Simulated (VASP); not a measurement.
# HRh6 in VASP: a series of runs

The runs below take HRh6 through single point, with PBE.

Everything below comes from runs of VASP 6.6.1. Logs are shortened: lines on timing, memory, paths and dates and some standing lists are left out, and cuts for length are marked.

## (1) The cell of the first run

The cell holds a slab with vacuum, 14 atoms: a = 5.417 Å, b = 5.417 Å, c = 22.297 Å, α = 90.00°, β = 90.00°, γ = 120.00°.

## (2) Single point, PBE

Contents of INCAR:

```
PREC = Accurate
ENCUT = 520
EDIFF = 1E-7
ISMEAR = 0
SIGMA = 0.1
LREAL = F
LASPH = T
NELM = 60
ALGO = Fast
ISIF = 2
LWAVE = F
LCHARG = F
LDIPOL = T
IDIPOL = 3
DIPOL = 0.5 0.5 0.297
GGA = PE
NBANDS = 104
```

Contents of KPOINTS:

```
regular mesh
0
Gamma
  6 6 1
```

Contents of POSCAR:

```
HRh6
1.0
    5.4165863251      0.0000000000      0.0000000000
   -2.7082931626      4.6909013593      0.0000000000
    0.0000000000      0.0000000000     22.2966119230
Rh H
12 2
Direct
    0.3333333333      0.1666666667      0.1793994538
    0.3333333333      0.6666666667      0.1793994538
    0.8333333333      0.1666666667      0.1793994538
    0.8333333333      0.6666666667      0.1793994538
    0.1666666667      0.3333333333      0.2757769167
    0.1666666667      0.8333333333      0.2757769167
    0.6666666667      0.3333333333      0.2757769167
    0.6666666667      0.8333333333      0.2757769167
    0.0000000000      0.0000000000      0.3721019118
    0.0000000000      0.5000000000      0.3721019118
    0.5000000000      0.0000000000      0.3721019118
    0.5000000000      0.5000000000      0.3721019118
    0.2010222061      0.4020444122      0.4209882629
    0.2989777939      0.5979555878      0.4209882629
```

Potentials or basis: VASP PAW PBE potentials, release 64 (Rh_pv, H).

Launch:

```console
$ cat potpaw_PBE.64/Rh_pv/POTCAR potpaw_PBE.64/H/POTCAR > POTCAR
$ mpirun -np 1 vasp_std > vasp.out
```

OUTCAR:

```text
PREC = Accurate
   ENCUT = 520
   EDIFF = 1E-7
   ISMEAR = 0
   LREAL = F
   LASPH = T
   NELM = 60
   ISIF = 2
   GGA = PE

 ion  position               nearest neighbor table
   1  0.333  0.167  0.179-   5 2.66   7 2.66   6 2.66   4 2.71   4 2.71   3 2.71   3 2.71   2 2.71
                             2 2.71
   2  0.333  0.667  0.179-   6 2.66   8 2.66   5 2.66   3 2.71   3 2.71   4 2.71   4 2.71   1 2.71
                             1 2.71
   3  0.833  0.167  0.179-   7 2.66   5 2.66   8 2.66   2 2.71   2 2.71   1 2.71   1 2.71   4 2.71
                             4 2.71
   4  0.833  0.667  0.179-   8 2.66   6 2.66   7 2.66   1 2.71   1 2.71   2 2.71   2 2.71   3 2.71
                             3 2.71
   5  0.167  0.333  0.276-  12 2.66   9 2.66  10 2.66   1 2.66   3 2.66   2 2.66   8 2.71   8 2.71
                             7 2.71   7 2.71   6 2.71   6 2.71
   6  0.167  0.833  0.276-  11 2.66  10 2.66   9 2.66   2 2.66   4 2.66   1 2.66   7 2.71   7 2.71
                             8 2.71   8 2.71   5 2.71   5 2.71
   7  0.667  0.333  0.276-  10 2.66  11 2.66  12 2.66   3 2.66   1 2.66   4 2.66   6 2.71   6 2.71
                             5 2.71   5 2.71   8 2.71   8 2.71
   8  0.667  0.833  0.276-   9 2.66  12 2.66  11 2.66   4 2.66   2 2.66   3 2.66   5 2.71   5 2.71
                             6 2.71   6 2.71   7 2.71   7 2.71
   9  0.000  0.000  0.372-   8 2.66   5 2.66   6 2.66  12 2.71  12 2.71  11 2.71  11 2.71  10 2.71
                            10 2.71
  10  0.000  0.500  0.372-  14 1.80  13 1.80   7 2.66   6 2.66   5 2.66  11 2.71  11 2.71  12 2.71
                            12 2.71   9 2.71   9 2.71
  11  0.500  0.000  0.372-   6 2.66   7 2.66   8 2.66  10 2.71  10 2.71   9 2.71   9 2.71  12 2.71
                            12 2.71
  12  0.500  0.500  0.372-  13 1.80  14 1.80   5 2.66   8 2.66   7 2.66   9 2.71   9 2.71  10 2.71
                            10 2.71  11 2.71  11 2.71
  13  0.201  0.402  0.421-  12 1.80  10 1.80
  14  0.299  0.598  0.421-  10 1.80  12 1.80

  LATTYP: Found a hexagonal cell.
 ALAT       =     5.4165863251
 C/A-ratio  =     4.1163586408

  Lattice vectors:

 A1 = (   5.4165863251,   0.0000000000,   0.0000000000)
 A2 = (  -2.7082931626,   4.6909013593,   0.0000000000)
 A3 = (   0.0000000000,   0.0000000000,  22.2966119230)

Analysis of symmetry for initial positions (statically):
=====================================================================
 Subroutine PRICEL returns:
 Original cell was already a primitive cell.

 Routine SETGRP: Setting up the symmetry group for a
 hexagonal supercell.

 Subroutine GETGRP returns: Found  2 space group operations
 (whereof  2 operations were pure point group operations)
 out of a pool of 24 trial point group operations.

The static configuration has the point symmetry C_1h.

Analysis of symmetry for dynamics (positions and initial velocities):
=====================================================================
 Subroutine PRICEL returns:
 Original cell was already a primitive cell.

 Routine SETGRP: Setting up the symmetry group for a
 hexagonal supercell.

 Subroutine GETGRP returns: Found  2 space group operations
 (whereof  2 operations were pure point group operations)
 out of a pool of 24 trial point group operations.

The dynamic configuration has the point symmetry C_1h.

 Subroutine INISYM returns: Found  2 space group operations
 (whereof  2 operations are pure point group operations),
 and found     1 'primitive' translations

----------------------------------------------------------------------------------------

                                     Primitive cell

  volume of cell :     566.5273

  direct lattice vectors                    reciprocal lattice vectors
     5.416586325  0.000000000  0.000000000     0.184618123  0.106589323  0.000000000
    -2.708293163  4.690901359  0.000000000     0.000000000  0.213178646  0.000000000
     0.000000000  0.000000000 22.296611923     0.000000000  0.000000000  0.044849863

  length of vectors
     5.416586325  5.416586325 22.296611923     0.213178646  0.213178646  0.044849863

  position of ions in fractional coordinates (direct lattice)
     0.333333333  0.166666667  0.179399454
     0.333333333  0.666666667  0.179399454
     0.833333333  0.166666667  0.179399454
[... 58 lines left out ...]
  0.166667 -0.000000  0.000000      4.000000
  0.000000  0.166667  0.000000      2.000000
  0.333333 -0.000000  0.000000      4.000000
  0.000000  0.333333  0.000000      2.000000
  0.500000  0.000000  0.000000      2.000000
  0.000000  0.500000  0.000000      1.000000
  0.166667  0.166667  0.000000      4.000000
 -0.333333  0.166667  0.000000      2.000000
  0.333333  0.166667  0.000000      4.000000
 -0.166667  0.500000  0.000000      4.000000
  0.500000  0.333333  0.000000      4.000000
  0.333333  0.333333  0.000000      2.000000
   k-points           NKPTS =     13   k-points in BZ     NKDIM =     13   number of bands    NBANDS=    104
   number of dos      NEDOS =    301   number of ions     NIONS =     14
   total plane-waves  NPLWV = 268800
   dimension x,y,z NGX =    40 NGY =   40 NGZ =  168
   dimension x,y,z NGXF=    80 NGYF=   80 NGZF=  336
   ions per type =              12   2
   NGX,Y,Z   is equivalent  to a cutoff of  12.28, 12.28, 12.53 a.u.
   NGXF,Y,Z  is equivalent  to a cutoff of  24.55, 24.55, 25.05 a.u.
 SYSTEM =  unknown system
   PREC   = accura    normal or accurate (medium, high low for compatibility)
   ISTART =      0    job   : 0-new  1-cont  2-samecut
   ICHARG =      2    charge: 1-file 2-atom 10-const
   ISPIN  =      1    spin polarized calculation?
   LNONCOLLINEAR =      F non collinear calculations
   LSORBIT =      F    spin-orbit coupling
   LASPH  =      T    aspherical Exc in radial PAW
   ENCUT  =  520.0 eV  38.22 Ry    6.18 a.u.  10.07 10.07 41.46*2*pi/ulx,y,z
   NELM   =     60;   NELMIN=  2; NELMDL= -5     # of ELM steps
   EDIFF  = 0.1E-06   stopping-criterion for ELM
   LREAL  =      F    real-space projection
   EDIFFG = 0.1E-05   stopping-criterion for IOM
   NSW    =      0    number of steps for IOM
   IBRION =     -1    ionic relax: 0-MD 1-quasi-New 2-CG
   NFREE  =      0    steps in history (QN), initial steepest desc. (CG)
   ISIF   =      2    stress and relaxation
   ISYM   =      2    0-nonsym 1-usesym 2-fastsym
   POTIM  = 0.5000    time-step for ionic-motion
   TEBEG  =    0.0;   TEEND  =   0.0 temperature during run
   PSTRESS=    0.0 pullay stress
   NELECT =     182.0000    total number of electrons
   NUPDOWN=      -1.0000    fix difference up-down
   EMIN   =  10.00;   EMAX   =-10.00  energy-range for DOS
   EFERMI =   0.00;   METHOD = LEGACY
   ISMEAR =     0;   SIGMA  =   0.10  broadening in eV -4-tet -1-fermi 0-gaus
   EFERMI_NEDOS =   21; number of points for ismear=-14 and -15
   IALGO  =     68    algorithm
   IMIX   =      4    mixing-type and parameters
     AMIX     =   0.40;   BMIX     =  1.00
     AMIX_MAG =   1.60;   BMIX_MAG =  1.00
  volume/ion in A,a.u.               =      40.47       273.08
  Fermi-wavevector in a.u.,A,eV,Ry     =   1.121222  2.118803 17.104417  1.257139
  Thomas-Fermi vector in A             =   2.257874
   LORBIT       =      0    0 simple, 1 ext, 2 COOP (PROOUT), +10 PAW based schemes
   GGA     = PE    functional components
   LHFCALC =     F    Hartree Fock is set to
   AEXX    =    0.0000 exact exchange contribution
   IVDW    =     0    specifies the selected vdW correction
   LEPSILON=     F    determine dielectric tensor
   LRPA    =     F    only Hartree local field effects (RPA)
 non-spin polarized calculation
 RMM-DIIS sequential band-by-band and
 Gauss-broadening in eV      SIGMA  =   0.10
  energy-cutoff  :      520.00
  volume of cell :      566.53
 maximum number of plane-waves:     15300
   NGX = 21   NGY = 21   NGZ = 83

 dipolmoment           0.000000      0.000000      0.005254 electrons x Angstroem

 number of electron     182.0000012 magnetization

 dipolmoment           0.000000      0.000000     -0.037337 electrons x Angstroem

 Free energy of the ion-electron system (eV)
  ---------------------------------------------------
  ext. energy  EPLUGINS =         0.00000000
  ---------------------------------------------------
  free energy    TOTEN  =       -87.46819948 eV

  energy without entropy =      -87.36778222  energy(sigma->0) =      -87.41799085

 E-fermi :   0.1008     XC(G=0):  -5.0128

 val. band max:        0.0925154392   @ k =   0.0000   0.1667   0.0000
 cond. band min:       0.1041471638   @ k =   0.3333   0.3333   0.0000
 fundamental gap:      0.0116317246
 Fermi energy:         0.1008340087

 k-point     1 :       0.0000    0.0000    0.0000
  band No.  band energies     occupation
      1     -46.9986      2.00000
      2     -46.9907      2.00000
      3     -46.9853      2.00000
      4     -46.9239      2.00000
      5     -46.8811      2.00000
      6     -46.8326      2.00000
[... 1367 lines left out ...]
    102       0.7098      0.00000
    103       2.2042      0.00000
 [bands above 103 left out]

------------------------ aborting loop because EDIFF is reached ----------------------------------------

 vacuum level on the upper side and lower side of the slab       (xc-potential included)        -0.182         0.073

  FORCE on cell =-STRESS in cart. coord.  units (eV):
  Direction    XX          YY          ZZ          XY          YZ          ZX
  --------------------------------------------------------------------------------------
  -------------------------------------------------------------------------------------
  Total       -2.7842882     -1.7856893      3.2337839      0.0000000     -0.0857763      0.0000000
  in kB       -7.8741543     -5.0500494      9.1453584      0.0000000     -0.2425810      0.0000000
  external PRESSURE =      -1.2596151 kB  Pullay stress =       0.0000000 kB

 VOLUME and BASIS-vectors are now :
 -----------------------------------------------------------------------------
  energy-cutoff  :      520.00
  volume of cell :      566.53
      direct lattice vectors                 reciprocal lattice vectors
     5.416586325  0.000000000  0.000000000     0.184618123  0.106589323  0.000000000
    -2.708293163  4.690901359  0.000000000     0.000000000  0.213178646  0.000000000
     0.000000000  0.000000000 22.296611923     0.000000000  0.000000000  0.044849863

 POSITION                                       TOTAL-FORCE (eV/Angst)
 -----------------------------------------------------------------------------------
      1.35415      0.78182      4.00000        -0.091305      0.015381     -0.103434
     -0.00000      3.12727      4.00000         0.000000     -0.045323     -0.065800
      4.06244      0.78182      4.00000         0.091305      0.015381     -0.103434
      2.70829      3.12727      4.00000        -0.000000      0.009813      0.002493
      0.00000      1.56363      6.14889         0.000000     -0.090377     -0.335226
     -1.35415      3.90908      6.14889        -0.051447      0.066281     -0.194480
      2.70829      1.56363      6.14889        -0.000000      0.018964      0.139202
      1.35415      3.90908      6.14889         0.051447      0.066281     -0.194480
      0.00000      0.00000      8.29661         0.000000     -0.313403     -0.006969
     -1.35415      2.34545      8.29661        -0.922075     -0.067226      0.047915
      2.70829      0.00000      8.29661        -0.000000      0.368349     -0.088574
      1.35415      2.34545      8.29661         0.922075     -0.067226      0.047915
     -0.00000      1.88595      9.38661         0.000000     -1.699010      0.382552
     -0.00000      2.80495      9.38661        -0.000000      1.722112      0.472318
 -----------------------------------------------------------------------------------
    total drift:                                0.000000      0.000032      0.001212

  FREE ENERGIE OF THE ION-ELECTRON SYSTEM (eV)
  ---------------------------------------------------
  free  energy   TOTEN  =       -87.4681994793 eV

  energy  without entropy=      -87.3677822218  energy(sigma->0) =      -87.41799085

 vacuum level on the upper side and lower side of the slab         4.824         5.079
```

Wall time 74 min (1 thread of Oxide Virtual Turin-like, shared host); peak memory 0.87 GiB.

Results:

```yaml
Free_energy: -87.4682 eV
Largest_force: 1.786 eV/Å
Band_gap_on_the_k_mesh: zero (bands 91 and 92 overlap by 0.87 eV)
```

Forces on the atoms (eV/Å):
```
Rh  -0.091  0.015 -0.103
Rh   0.000 -0.045 -0.066
Rh   0.091  0.015 -0.103
Rh   0.000  0.010  0.002
Rh   0.000 -0.090 -0.335
Rh  -0.051  0.066 -0.194
Rh   0.000  0.019  0.139
Rh   0.051  0.066 -0.194
Rh   0.000 -0.313 -0.007
Rh  -0.922 -0.067  0.048
Rh   0.000  0.368 -0.089
Rh   0.922 -0.067  0.048
H    0.000 -1.699  0.383
H    0.000  1.722  0.472
```

Levels at points of the mesh, in eV from the Fermi level:
```tsv
k point	band 89	band 90	band 91	band 92	band 93	band 94	band 95	band 96
(0.00, 0.00, 0.00)	0.36	0.37	0.50	0.50	0.53	0.55	0.80	0.85
(0.50, 0.00, 0.00)	-0.68	-0.48	-0.40	-0.37	-0.33	-0.17	0.16	0.25
(0.00, 0.50, 0.00)	-0.83	-0.51	-0.40	-0.34	-0.32	-0.16	0.17	0.26
```

## (3) Single point, PBE

Contents of INCAR:

```
SYSTEM = HRh6
PREC = Accurate
ENCUT = 520
EDIFF = 1E-6
ISMEAR = 0
SIGMA = 0.1
LREAL = .False.
LASPH = .True.
NELM = 60
ALGO = Fast
ISIF = 2
LWAVE = .False.
LCHARG = .False.
LDIPOL = .True.
IDIPOL = 3
DIPOL = 0.5 0.5 0.292
GGA = PE
NBANDS = 104
```

Contents of KPOINTS:

```
Automatic mesh
0
Gamma
  6 6 1
  0 0 0
```

POSCAR, as its differences from that of step 2:

```diff
@@ -20,3 +20,3 @@
     0.5000000000      0.5000000000      0.3721019118
-    0.2010222061      0.4020444122      0.4209882629
-    0.2989777939      0.5979555878      0.4209882629
+    0.1703244811      0.3406489622      0.3922843503
+    0.3296755189      0.6593510378      0.3922843503
```

Potentials or basis: VASP PAW PBE potentials, release 64 (Rh_pv, H).

Launch:

```console
$ cat potpaw_PBE.64/Rh_pv/POTCAR potpaw_PBE.64/H/POTCAR > POTCAR
$ mpirun -np 1 vasp_std > vasp.out
```

It took 57 min on 1 thread of Oxide Virtual Turin-like, shared host; peak memory 0.84 GiB.

The run converged. Its results:

```yaml
Free_energy: -86.8914 eV
Largest_force: 3.736 eV/Å
Band_gap_on_the_k_mesh: zero (bands 91 and 92 overlap by 0.87 eV)
```

Forces in eV/Å, atoms in the order of the input:
```
Rh  -0.051 -0.018  0.008
Rh   0.000 -0.018 -0.013
Rh   0.051 -0.018  0.008
Rh   0.000  0.052  0.030
Rh   0.000 -0.101 -0.783
Rh  -0.038  0.069 -0.385
Rh   0.000 -0.040 -0.396
Rh   0.038  0.069 -0.385
Rh   0.000 -1.804 -0.204
Rh  -3.692  0.006 -0.575
Rh   0.000  1.808 -0.279
Rh   3.692  0.006 -0.575
H    0.000 -1.080  1.790
H    0.000  1.070  1.760
```

Levels at points of the mesh, in eV from the Fermi level:
```csv
k point,band 90,band 91,band 92,band 93,band 94,band 95
"(0.00, 0.00, 0.00)",0.35,0.47,0.49,0.50,0.60,0.67
"(0.50, 0.00, 0.00)",-0.47,-0.43,-0.40,-0.21,-0.09,0.19
"(0.00, 0.50, 0.00)",-0.48,-0.43,-0.37,-0.20,-0.12,0.15
```
